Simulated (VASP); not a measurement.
# InC3S (Amm2) in VASP: single point with PBE

Aim: the single point of InC3S with PBE.

Everything below comes from runs of VASP 6.6.1. Logs are shortened: lines on timing, memory, paths and dates and some standing lists are left out, and cuts for length are marked.

## Step 1: The cell of the first run

Symmetry: Amm2, No. 38, orthorhombic system. Conventional cell: a = 5.353 Å, b = 4.002 Å, c = 7.432 Å, α = 90.00°, β = 90.00°, γ = 90.00°. In (site symmetry mm2) has 9 C at 2.08 to 2.69 Å within 2.8 Å. Within 3.0 Å of C (site symmetry m) lie 3 C at 2.28 to 2.44 Å and 3 In at 2.64 to 2.69 Å and 2 S at 2.76 Å. C (site symmetry mm2) has 3 In at 2.08 to 2.58 Å and 4 C at 2.44 Å and 2 S at 2.69 Å within 2.8 Å. S (site symmetry mm2) has 8 C at 2.69 to 3.02 Å and 6 In at 3.59 Å within 3.6 Å.

## Step 2: Single point, PBE

Contents of INCAR:

```
  PREC = Accurate
  ENCUT = 520
  EDIFF = 1E-7
  ISMEAR = 0
  SIGMA = 0.1
  LREAL = False
  LASPH = True
  NELM = 80
  ALGO = Normal
  ISIF = 2
  LWAVE = False
  LCHARG = True
  GGA = PE
  LELF = True
  LVHAR = True
  NBANDS = 24
```

Contents of KPOINTS:

```
regular mesh
0
Gamma
  4 6 6
```

Contents of POSCAR:

```
InC3S
1.0
    5.3527129100      0.0000000000      0.0000000000
    0.0000000000      2.0011640700      3.7161372100
    0.0000000000     -2.0011640700      3.7161372100
In C S
1 3 1
Direct
    0.5000000000      0.3438053300      0.3438053300
    0.2867526600      0.0161276900      0.0161276900
    0.7132473400      0.0161276900      0.0161276900
    0.5000000000      0.6241510200      0.6241510200
    0.0000000000      0.6664549700      0.6664549700
```

Potentials or basis: VASP PAW PBE potentials, release 64 (In_d, C, S).

The run is started by

```sh
$ cat potpaw_PBE.64/In_d/POTCAR potpaw_PBE.64/C/POTCAR potpaw_PBE.64/S/POTCAR > POTCAR
$ mpirun -np 1 vasp_std > vasp.out
```

OUTCAR:

```text
PREC = Accurate
   ENCUT = 520
   EDIFF = 1E-7
   ISMEAR = 0
   LREAL = False
   LASPH = True
   NELM = 80
   ISIF = 2
   GGA = PE

 ion  position               nearest neighbor table
   1  0.500  0.344  0.344-   4 2.08   4 2.58   4 2.58   3 2.64   2 2.64   3 2.64   2 2.64   3 2.69
                             2 2.69
   2  0.287  0.016  0.016-   1 2.64   1 2.64   1 2.69
   3  0.713  0.016  0.016-   1 2.64   1 2.64   1 2.69
   4  0.500  0.624  0.624-   1 2.08   1 2.58   1 2.58
   5  0.000  0.666  0.666-

  LATTYP: Found a base centered orthorhombic cell.
 ALAT       =     4.0023281400
 B/A-ratio  =     1.8569877731
 C/A-ratio  =     1.3373998140

  Lattice vectors:

 A1 = (   0.0000000000,   2.0011640700,  -3.7161372100)
 A2 = (   0.0000000000,   2.0011640700,   3.7161372100)
 A3 = (   5.3527129100,   0.0000000000,   0.0000000000)

Analysis of symmetry for initial positions (statically):
=====================================================================
 Subroutine PRICEL returns:
 Original cell was already a primitive cell.

 Routine SETGRP: Setting up the symmetry group for a
 base centered orthorhombic supercell.

 Subroutine GETGRP returns: Found  4 space group operations
 (whereof  4 operations were pure point group operations)
 out of a pool of  8 trial point group operations.

The static configuration has the point symmetry C_2v.

Analysis of symmetry for dynamics (positions and initial velocities):
=====================================================================
 Subroutine PRICEL returns:
 Original cell was already a primitive cell.

 Routine SETGRP: Setting up the symmetry group for a
 base centered orthorhombic supercell.

 Subroutine GETGRP returns: Found  4 space group operations
 (whereof  4 operations were pure point group operations)
 out of a pool of  8 trial point group operations.

The dynamic configuration has the point symmetry C_2v.

 Subroutine INISYM returns: Found  4 space group operations
 (whereof  4 operations are pure point group operations),
 and found     1 'primitive' translations

----------------------------------------------------------------------------------------

                                     Primitive cell

  volume of cell :      79.6120

  direct lattice vectors                    reciprocal lattice vectors
     5.352712910  0.000000000  0.000000000     0.186821153  0.000000000  0.000000000
     0.000000000  2.001164070  3.716137210     0.000000000  0.249854576  0.134548315
     0.000000000 -2.001164070  3.716137210     0.000000000 -0.249854576  0.134548315

  length of vectors
     5.352712910  4.220702951  4.220702951     0.186821153  0.283779066  0.283779066

  position of ions in fractional coordinates (direct lattice)
     0.500000000  0.343805330  0.343805330
     0.286752660  0.016127690  0.016127690
     0.713247340  0.016127690  0.016127690
     0.500000000  0.624151020  0.624151020
     0.000000000  0.666454970  0.666454970

  ion indices of the primitive-cell ions
   primitive index   ion index
                 1           1
                 2           2
                 3           3
                 4           4
                 5           5

----------------------------------------------------------------------------------------

 KPOINTS: regular mesh

Automatic generation of k-mesh.
 Grid dimensions read from file:
 generate k-points for:    4    6    6

 Generating k-lattice:

  Cartesian coordinates                     Fractional coordinates (reciprocal lattice)
     0.046705288  0.000000000  0.000000000     0.250000000  0.000000000  0.000000000
     0.000000000  0.041642429  0.022424719     0.000000000  0.166666667  0.000000000
     0.000000000 -0.041642429  0.022424719     0.000000000  0.000000000  0.166666667

  Length of vectors
     0.046705288  0.047296511  0.047296511

  Shift w.r.t. Gamma in fractional coordinates (k-lattice)
     0.000000000  0.000000000  0.000000000

 Subroutine IBZKPT returns following result:
 ===========================================

 Found     39 irreducible k-points:

 Following reciprocal coordinates:
            Coordinates               Weight
  0.000000  0.000000  0.000000      1.000000
  0.250000  0.000000  0.000000      2.000000
  0.500000  0.000000  0.000000      1.000000
  0.000000  0.166667  0.000000      4.000000
  0.250000  0.166667  0.000000      8.000000
  0.500000  0.166667  0.000000      4.000000
[... 16 lines left out ...]
  0.250000 -0.333333  0.166667      8.000000
  0.500000 -0.333333  0.166667      4.000000
 [... further k-points ...]
   k-points           NKPTS =     39   k-points in BZ     NKDIM =     39   number of bands    NBANDS=     24
   number of dos      NEDOS =    301   number of ions     NIONS =      5
   total plane-waves  NPLWV =  40960
   dimension x,y,z NGX =    40 NGY =   32 NGZ =   32
   dimension x,y,z NGXF=    80 NGYF=   64 NGZF=   64
   ions per type =               1   3   1
   NGX,Y,Z   is equivalent  to a cutoff of  12.42, 12.60, 12.60 a.u.
   NGXF,Y,Z  is equivalent  to a cutoff of  24.85, 25.21, 25.21 a.u.
 SYSTEM =  unknown system
   PREC   = accura    normal or accurate (medium, high low for compatibility)
   ISTART =      0    job   : 0-new  1-cont  2-samecut
   ICHARG =      2    charge: 1-file 2-atom 10-const
   ISPIN  =      1    spin polarized calculation?
   LNONCOLLINEAR =      F non collinear calculations
   LSORBIT =      F    spin-orbit coupling
   LASPH  =      T    aspherical Exc in radial PAW
   ENCUT  =  520.0 eV  38.22 Ry    6.18 a.u.   9.95  7.85  7.85*2*pi/ulx,y,z
   NELM   =     80;   NELMIN=  2; NELMDL= -5     # of ELM steps
   EDIFF  = 0.1E-06   stopping-criterion for ELM
   LREAL  =      F    real-space projection
   EDIFFG = 0.1E-05   stopping-criterion for IOM
   NSW    =      0    number of steps for IOM
   IBRION =     -1    ionic relax: 0-MD 1-quasi-New 2-CG
   NFREE  =      0    steps in history (QN), initial steepest desc. (CG)
   ISIF   =      2    stress and relaxation
   ISYM   =      2    0-nonsym 1-usesym 2-fastsym
   POTIM  = 0.5000    time-step for ionic-motion
   TEBEG  =    0.0;   TEEND  =   0.0 temperature during run
   PSTRESS=    0.0 pullay stress
   NELECT =      31.0000    total number of electrons
   NUPDOWN=      -1.0000    fix difference up-down
   EMIN   =  10.00;   EMAX   =-10.00  energy-range for DOS
   EFERMI =   0.00;   METHOD = LEGACY
   ISMEAR =     0;   SIGMA  =   0.10  broadening in eV -4-tet -1-fermi 0-gaus
   EFERMI_NEDOS =   21; number of points for ismear=-14 and -15
   IALGO  =     38    algorithm
   IMIX   =      4    mixing-type and parameters
     AMIX     =   0.40;   BMIX     =  1.00
     AMIX_MAG =   1.60;   BMIX_MAG =  1.00
  volume/ion in A,a.u.               =      15.92       107.45
  Fermi-wavevector in a.u.,A,eV,Ry     =   1.195462  2.259096 19.444500  1.429130
  Thomas-Fermi vector in A             =   2.331427
   LORBIT       =      0    0 simple, 1 ext, 2 COOP (PROOUT), +10 PAW based schemes
   GGA     = PE    functional components
   LHFCALC =     F    Hartree Fock is set to
   AEXX    =    0.0000 exact exchange contribution
   IVDW    =     0    specifies the selected vdW correction
   LEPSILON=     F    determine dielectric tensor
   LRPA    =     F    only Hartree local field effects (RPA)
 non-spin polarized calculation
 Gauss-broadening in eV      SIGMA  =   0.10
  energy-cutoff  :      520.00
  volume of cell :       79.61
 maximum number of plane-waves:      2176
 NGX is ok and might be reduce to    40
   NGX = 19   NGY = 15   NGZ = 15

 number of electron      31.0000002 magnetization

 Free energy of the ion-electron system (eV)
  ---------------------------------------------------
  ext. energy  EPLUGINS =         0.00000000
  ---------------------------------------------------
  free energy    TOTEN  =       -19.00335643 eV

  energy without entropy =      -18.98597855  energy(sigma->0) =      -18.99466749

 E-fermi :   4.5840     XC(G=0): -10.1530

 val. band max:        4.5777247315   @ k =   0.0000   0.5000   0.5000
 cond. band min:       4.5884598359   @ k =   0.0000   0.3333   0.3333
 fundamental gap:      0.0107351044
 Fermi energy:         4.5840183850

 k-point     1 :       0.0000    0.0000    0.0000
  band No.  band energies     occupation
      1     -10.5705      2.00000
      2      -9.9676      2.00000
      3      -9.9579      2.00000
      4      -9.9082      2.00000
      5      -9.8966      2.00000
      6      -9.0453      2.00000
[... 16 lines left out ...]
     23      10.4775      0.00000
     24      12.4358      0.00000

 k-point     2 :       0.2500    0.0000    0.0000
  band No.  band energies     occupation
      1     -10.5479      2.00000
      2      -9.9672      2.00000
      3      -9.9576      2.00000
      4      -9.9089      2.00000
      5      -9.8970      2.00000
      6      -8.8290      2.00000
[... 16 lines left out ...]
     23       9.7944      0.00000
     24      11.8910      0.00000

 k-point     3 :       0.5000    0.0000    0.0000
  band No.  band energies     occupation
      1     -10.5264      2.00000
      2      -9.9668      2.00000
      3      -9.9573      2.00000
      4      -9.9096      2.00000
      5      -9.8974      2.00000
      6      -8.1978      2.00000
[... 16 lines left out ...]
     23       9.3520      0.00000
     24      11.5823      0.00000

 k-point     4 :       0.0000    0.1667    0.0000
  band No.  band energies     occupation
      1     -10.4986      2.00000
      2      -9.9800      2.00000
      3      -9.9373      2.00000
      4      -9.9224      2.00000
      5      -9.9062      2.00000
      6      -8.8738      2.00000
[... 16 lines left out ...]
     23       9.9958      0.00000
     24      12.1309      0.00000

 k-point     5 :       0.2500    0.1667    0.0000
  band No.  band energies     occupation
      1     -10.4821      2.00000
      2      -9.9793      2.00000
      3      -9.9367      2.00000
      4      -9.9270      2.00000
      5      -9.9070      2.00000
      6      -8.6501      2.00000
[... 16 lines left out ...]
     23       9.6533      0.00000
     24      12.3114      0.00000

 k-point     6 :       0.5000    0.1667    0.0000
  band No.  band energies     occupation
      1     -10.4663      2.00000
      2      -9.9787      2.00000
      3      -9.9361      2.00000
      4      -9.9314      2.00000
      5      -9.9078      2.00000
      6      -8.0373      2.00000
[... 16 lines left out ...]
     23       9.5594      0.00000
     24      12.1193      0.00000
[... 379 lines left out ...]
 k-point    21 :       0.5000    0.5000    0.1667
  band No.  band energies     occupation
      1     -10.3157      2.00000
      2      -9.9896      2.00000
      3      -9.9544      2.00000
      4      -9.9328      2.00000
      5      -9.8989      2.00000
      6      -7.5320      2.00000
[... 16 lines left out ...]
     23      10.0387      0.00000
     24      13.1572      0.00000

 k-point    22 :       0.0000   -0.3333    0.1667
  band No.  band energies     occupation
      1     -10.3333      2.00000
      2     -10.0298      2.00000
      3      -9.9657      2.00000
      4      -9.9307      2.00000
      5      -9.8715      2.00000
      6      -7.8823      2.00000
[... 16 lines left out ...]
     23      10.4229      0.00000
     24      12.9960      0.00000

 k-point    23 :       0.2500   -0.3333    0.1667
  band No.  band energies     occupation
      1     -10.3274      2.00000
      2     -10.0272      2.00000
      3      -9.9735      2.00000
      4      -9.9340      2.00000
      5      -9.8693      2.00000
      6      -7.7193      2.00000
[... 16 lines left out ...]
     23      10.1578      0.00000
     24      13.3306      0.00000

 k-point    24 :       0.5000   -0.3333    0.1667
  band No.  band energies     occupation
      1     -10.3215      2.00000
      2     -10.0244      2.00000
      3      -9.9817      2.00000
      4      -9.9369      2.00000
      5      -9.8673      2.00000
      6      -7.4872      2.00000
[... 16 lines left out ...]
     23      10.0024      0.00000
     24      13.3397      0.00000

 [... further k-points ...]

------------------------ aborting loop because EDIFF is reached ----------------------------------------

  FORCE on cell =-STRESS in cart. coord.  units (eV):
  Direction    XX          YY          ZZ          XY          YZ          ZX
  --------------------------------------------------------------------------------------
  -------------------------------------------------------------------------------------
  Total       -7.0343737     -5.5826337     -1.1985785      0.0000000      0.0000000      0.0000000
  in kB     -141.5655677   -112.3495487    -24.1211880      0.0000000      0.0000000      0.0000000
  external PRESSURE =     -92.6787681 kB  Pullay stress =       0.0000000 kB

 VOLUME and BASIS-vectors are now :
 -----------------------------------------------------------------------------
  energy-cutoff  :      520.00
  volume of cell :       79.61
      direct lattice vectors                 reciprocal lattice vectors
     5.352712910  0.000000000  0.000000000     0.186821153  0.000000000  0.000000000
     0.000000000  2.001164070  3.716137210     0.000000000  0.249854576  0.134548315
     0.000000000 -2.001164070  3.716137210     0.000000000 -0.249854576  0.134548315

 POSITION                                       TOTAL-FORCE (eV/Angst)
 -----------------------------------------------------------------------------------
      2.67636      0.00000      2.55526         0.000000      0.000000     -2.807028
      1.53490      0.00000      0.11987         1.018222      0.000000      0.779327
      3.81781      0.00000      0.11987        -1.018222      0.000000      0.779327
      2.67636      0.00000      4.63886         0.000000      0.000000      1.708316
      0.00000      0.00000      4.95328         0.000000      0.000000     -0.459943
 -----------------------------------------------------------------------------------
    total drift:                                0.000000      0.000000     -0.000012

  FREE ENERGIE OF THE ION-ELECTRON SYSTEM (eV)
  ---------------------------------------------------
  free  energy   TOTEN  =       -19.0033564269 eV

  energy  without entropy=      -18.9859785529  energy(sigma->0) =      -18.99466749
```

Wall time 70 s (1 thread of Intel Xeon Platinum 8488C (Sapphire Rapids), shared host); peak memory 0.23 GiB.

What came out:

```
Free energy   : -19.0034 eV
Pressure      : -9.3 GPa
Largest force : 2.807 eV/Å
```

Forces in eV/Å, atoms in the order of the input:
```
In   0.000  0.000 -2.807
C    1.018  0.000  0.779
C   -1.018  0.000  0.779
C    0.000  0.000  1.708
S    0.000  0.000 -0.460
```

Caveat: spin-orbit coupling is left out, which moves the levels of the heavy elements; forces of over 1 eV/Å act on the atoms, so gaps and moduli don't describe the material at rest.
